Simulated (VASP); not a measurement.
# Si2W (I4/mmm) in VASP: notebook, part 2 of 2

VASP 6.6.1. Earlier steps stand in the parts before.

## Step 3: Electric field gradients, PBEsol

INCAR

```
  PREC = Accurate
  ENCUT = 520
  EDIFF = 1E-8
  ISMEAR = -1
  SIGMA = 0.05
  LREAL = F
  LASPH = T
  NELM = 80
  ALGO = Normal
  ISIF = 2
  LWAVE = F
  LCHARG = F
  GGA = PS
  LEFG = T
  NBANDS = 18
```

KPOINTS

```
regular mesh
0
Gamma
  13 13 13
```

POSCAR

```
Si2W
1.0
   -1.6069000000      1.6069000000      3.9149500000
    1.6069000000     -1.6069000000      3.9149500000
    1.6069000000      1.6069000000     -3.9149500000
Si W
2 1
Direct
    0.3347000000      0.3347000000      0.0000000000
    0.6653000000      0.6653000000      0.0000000000
    0.0000000000      0.0000000000      0.0000000000
```

Potentials or basis: VASP PAW PBE potentials, release 64 (Si, W_sv).

Started as:

```bash
cat potpaw_PBE.64/Si/POTCAR potpaw_PBE.64/W_sv/POTCAR > POTCAR
mpirun -np 1 vasp_std > vasp.out
```

OUTCAR:

```text
PREC = Accurate
   ENCUT = 520
   EDIFF = 1E-8
   ISMEAR = -1
   LREAL = F
   LASPH = T
   NELM = 80
   ISIF = 2
   GGA = PS

 ion  position               nearest neighbor table
   1  0.335  0.335  0.000-   2 2.59   3 2.62   3 2.62   3 2.62   3 2.62   3 2.62   2 2.63   2 2.63
                             2 2.63   2 2.63
   2  0.665  0.665  0.000-   1 2.59   3 2.62   3 2.62   3 2.62   3 2.62   3 2.62   1 2.63   1 2.63
                             1 2.63   1 2.63
   3  0.000  0.000  0.000-   2 2.62   2 2.62   2 2.62   1 2.62   2 2.62   1 2.62   1 2.62   1 2.62
                             1 2.62   2 2.62

  LATTYP: Found a body centered tetragonal cell.
 ALAT       =     3.2138000000
 C/A-ratio  =     2.4363370465

  Lattice vectors:

 A1 = (  -1.6069000000,   1.6069000000,   3.9149500000)
 A2 = (   1.6069000000,  -1.6069000000,   3.9149500000)
 A3 = (   1.6069000000,   1.6069000000,  -3.9149500000)

Analysis of symmetry for initial positions (statically):
=====================================================================
 Subroutine PRICEL returns:
 Original cell was already a primitive cell.

 Routine SETGRP: Setting up the symmetry group for a
 body centered tetragonal supercell.

 Subroutine GETGRP returns: Found 16 space group operations
 (whereof 16 operations were pure point group operations)
 out of a pool of 16 trial point group operations.

The static configuration has the point symmetry D_4h.

Analysis of symmetry for dynamics (positions and initial velocities):
=====================================================================
 Subroutine PRICEL returns:
 Original cell was already a primitive cell.

 Routine SETGRP: Setting up the symmetry group for a
 body centered tetragonal supercell.

 Subroutine GETGRP returns: Found 16 space group operations
 (whereof 16 operations were pure point group operations)
 out of a pool of 16 trial point group operations.

The dynamic configuration has the point symmetry D_4h.

 Subroutine INISYM returns: Found 16 space group operations
 (whereof 16 operations are pure point group operations),
 and found     1 'primitive' translations

----------------------------------------------------------------------------------------

                                     Primitive cell

  volume of cell :      40.4356

  direct lattice vectors                    reciprocal lattice vectors
    -1.606900000  1.606900000  3.914950000     0.000000000  0.311158131  0.127715552
     1.606900000 -1.606900000  3.914950000     0.311158131  0.000000000  0.127715552
     1.606900000  1.606900000 -3.914950000     0.311158131  0.311158131  0.000000000

  length of vectors
     4.526708376  4.526708376  4.526708376     0.336348992  0.336348992  0.440044048

  position of ions in fractional coordinates (direct lattice)
     0.334700000  0.334700000  0.000000000
     0.665300000  0.665300000  0.000000000
     0.000000000  0.000000000  0.000000000

  ion indices of the primitive-cell ions
   primitive index   ion index
                 1           1
                 2           2
                 3           3

[... 86 lines left out ...]
   ISMEAR =    -1;   SIGMA  =   0.05  broadening in eV -4-tet -1-fermi 0-gaus
   EFERMI_NEDOS =   21; number of points for ismear=-14 and -15
   IALGO  =     38    algorithm
   IMIX   =      4    mixing-type and parameters
     AMIX     =   0.40;   BMIX     =  1.00
     AMIX_MAG =   1.60;   BMIX_MAG =  1.00
  volume/ion in A,a.u.               =      13.48        90.96
  Fermi-wavevector in a.u.,A,eV,Ry     =   1.336476  2.525573 24.302284  1.786167
  Thomas-Fermi vector in A             =   2.465099
   LORBIT       =      0    0 simple, 1 ext, 2 COOP (PROOUT), +10 PAW based schemes
   GGA     = PS    functional components
   LHFCALC =     F    Hartree Fock is set to
   AEXX    =    0.0000 exact exchange contribution
   IVDW    =     0    specifies the selected vdW correction
   LEPSILON=     F    determine dielectric tensor
   LRPA    =     F    only Hartree local field effects (RPA)
 non-spin polarized calculation
  energy-cutoff  :      520.00
  volume of cell :       40.44
 maximum number of plane-waves:      1108
 NGX is ok and might be reduce to    36
   NGX = 17   NGY = 17   NGZ = 17

 number of electron      21.9999999 magnetization

 Free energy of the ion-electron system (eV)
  ---------------------------------------------------
  ext. energy  EPLUGINS =         0.00000000
  ---------------------------------------------------
  free energy    TOTEN  =       -26.63958806 eV

  energy without entropy =      -26.63795871  energy(sigma->0) =      -26.63877339

 E-fermi :  11.8751     XC(G=0): -12.6061

 val. band max:       11.8469449993   @ k =  -0.3846  -0.4615   0.3846
 cond. band min:      11.9243662256   @ k =  -0.3846  -0.4615   0.3077
 fundamental gap:      0.0774212263
 Fermi energy:        11.8750782304

 k-point     1 :       0.0000    0.0000    0.0000
  band No.  band energies     occupation
      1     -61.9478      2.00000
      2     -26.2110      2.00000
      3     -26.1913      2.00000
      4     -26.1913      2.00000
      5      -2.2102      2.00000
      6       4.9974      2.00000
[... 481 lines left out ...]
      5       1.9187      2.00000
      6       2.3949      2.00000
[... 10 lines left out ...]
     17      19.2817      0.00000
     18      20.5694      0.00000

 [... further k-points ...]

------------------------ aborting loop because EDIFF is reached ----------------------------------------

  FORCE on cell =-STRESS in cart. coord.  units (eV):
  Direction    XX          YY          ZZ          XY          YZ          ZX
  --------------------------------------------------------------------------------------
  -------------------------------------------------------------------------------------
  Total       -0.4530539     -0.4530539     -0.3346987      0.0000000      0.0000000      0.0000000
  in kB      -17.9513266    -17.9513266    -13.2617464      0.0000000      0.0000000      0.0000000
  external PRESSURE =     -16.3881332 kB  Pullay stress =       0.0000000 kB

 VOLUME and BASIS-vectors are now :
 -----------------------------------------------------------------------------
  energy-cutoff  :      520.00
  volume of cell :       40.44
      direct lattice vectors                 reciprocal lattice vectors
    -1.606900000  1.606900000  3.914950000     0.000000000  0.311158131  0.127715552
     1.606900000 -1.606900000  3.914950000     0.311158131  0.000000000  0.127715552
     1.606900000  1.606900000 -3.914950000     0.311158131  0.311158131  0.000000000

 POSITION                                       TOTAL-FORCE (eV/Angst)
 -----------------------------------------------------------------------------------
      0.00000      0.00000      2.62067        -0.000000     -0.000000     -0.016691
      0.00000      0.00000      5.20923        -0.000000     -0.000000      0.016691
      0.00000      0.00000      0.00000         0.000000      0.000000     -0.000000
 -----------------------------------------------------------------------------------
    total drift:                               -0.000000     -0.000000      0.000000

  FREE ENERGIE OF THE ION-ELECTRON SYSTEM (eV)
  ---------------------------------------------------
  free  energy   TOTEN  =       -26.6395880643 eV

  energy  without entropy=      -26.6379587139  energy(sigma->0) =      -26.63877339

 Electric field gradients (V/A^2)
---------------------------------------------------------------------
 ion       V_xx      V_yy      V_zz      V_xy      V_xz      V_yz
---------------------------------------------------------------------
   1       4.786     4.786    -9.572    -0.000    -0.000    -0.000
   2       4.786     4.786    -9.572    -0.000    -0.000    -0.000
   3      71.453    71.453  -142.905     0.000    -0.000    -0.000
---------------------------------------------------------------------

 Electric field gradients after diagonalization (V/A^2)
 (convention: |V_zz| > |V_xx| > |V_yy|)
----------------------------------------------------------------------
 ion       V_xx      V_yy      V_zz     asymmetry (V_yy - V_xx)/ V_zz
----------------------------------------------------------------------
   1       4.786     4.786    -9.572       0.000
   2       4.786     4.786    -9.572       0.000
   3      71.453    71.452  -142.905       0.000
----------------------------------------------------------------------

           NMR quadrupolar parameters

 Cq : quadrupolar parameter    Cq=e*Q*V_zz/h
 eta: asymmetry parameters     (V_yy - V_xx)/ V_zz
 Q  : nuclear electric quadrupole moment in mb (millibarn)
----------------------------------------------------------------------
 ion       Cq(MHz)       eta       Q (mb)
----------------------------------------------------------------------
   1      -0.023       0.000       1.000
   2      -0.023       0.000       1.000
   3      -0.346       0.000       1.000
----------------------------------------------------------------------
```

OSZICAR:

```text
N       E                     dE             d eps       ncg     rms          rms(c)
DAV:   1     0.129211607832E+03    0.12921E+03   -0.10838E+04  7056   0.123E+03
DAV:   2    -0.229261912502E+02   -0.15214E+03   -0.14849E+03  7994   0.321E+02
DAV:   3    -0.274834396685E+02   -0.45572E+01   -0.45034E+01  8828   0.500E+01
DAV:   4    -0.275242458592E+02   -0.40806E-01   -0.40737E-01  8386   0.495E+00
DAV:   5    -0.275246658435E+02   -0.41998E-03   -0.41997E-03  8336   0.541E-01    0.260E+01
DAV:   6    -0.267616945124E+02    0.76297E+00   -0.32868E+00  7614   0.129E+01    0.910E+00
DAV:   7    -0.266655662219E+02    0.96128E-01   -0.22518E-01  7560   0.266E+00    0.457E+00
DAV:   8    -0.266402852454E+02    0.25281E-01   -0.45988E-02  8022   0.162E+00    0.320E-01
DAV:   9    -0.266397438461E+02    0.54140E-03   -0.10226E-03  8014   0.260E-01    0.189E-01
DAV:  10    -0.266395940001E+02    0.14985E-03   -0.26627E-04  8388   0.141E-01    0.425E-02
DAV:  11    -0.266395884483E+02    0.55519E-05   -0.32520E-05  8086   0.412E-02    0.183E-02
DAV:  12    -0.266395886570E+02   -0.20880E-06   -0.14544E-06  8264   0.770E-03    0.439E-03
DAV:  13    -0.266395881077E+02    0.54932E-06   -0.35277E-07  7920   0.525E-03    0.784E-04
DAV:  14    -0.266395880632E+02    0.44486E-07   -0.10609E-08  4740   0.966E-04    0.226E-04
DAV:  15    -0.266395880643E+02   -0.11096E-08   -0.19689E-09  3884   0.457E-04
   1 F= -.26639588E+02 E0= -.26638773E+02  d E =-.162935E-02
```

stdout:

```text
POSCAR found type information on POSCAR SiW
 POSCAR found :  2 types and       3 ions
 scaLAPACK will be used
 -----------------------------------------------------------------------------
|                                                                             |
|                                                                             |
|     You enforced a specific xc type in the INCAR file but a different       |
|     I HOPE YOU KNOW WHAT YOU ARE DOING!                                     |
|                                                                             |
 -----------------------------------------------------------------------------

 LDA part: xc-table for (Slater+PW92), standard interpolation
 POSCAR, INCAR and KPOINTS ok, starting setup
 FFT: planning ... GRIDC
 FFT: planning ... GRID_SOFT
 FFT: planning ... GRID
 WAVECAR not read
 entering main loop
ion   1

ion   2

ion   3
```

Run time: 2.5 min. Hardware: 1 thread of Intel Xeon Platinum 8259CL at 2.50GHz (Skylake/Cascade Lake), shared host; peak memory 0.3 GiB.

What came out:

```
Free energy            : -26.6396 eV
Pressure               : -1.6 GPa
Largest force          : 0.017 eV/Å
Band gap on the k mesh : zero (band 11 reaches 12.58 eV, above the bottom of band 12 at 11.39 eV)
```

Forces in eV/Å, atoms in the order of the input:
```
Si   0.000  0.000 -0.017
Si   0.000  0.000  0.017
W    0.000  0.000  0.000
```

Electric field gradients, principal values (V/Å²):
| atom | least | middle | greatest (by size) |
| --- | --- | --- | --- |
| 1 Si | 4.786 | 4.786 | -9.572 |
| 2 Si | 4.786 | 4.786 | -9.572 |
| 3 W | 71.452 | 71.453 | -142.905 |

Caveat: without QUAD_EFG the Cq values of the log hold for a quadrupole moment of 1 mb, not for the nuclei; the PAW data sets were made with another functional, which shifts forces and pressure a little; spin-orbit coupling is left out, which moves the levels of the heavy elements.
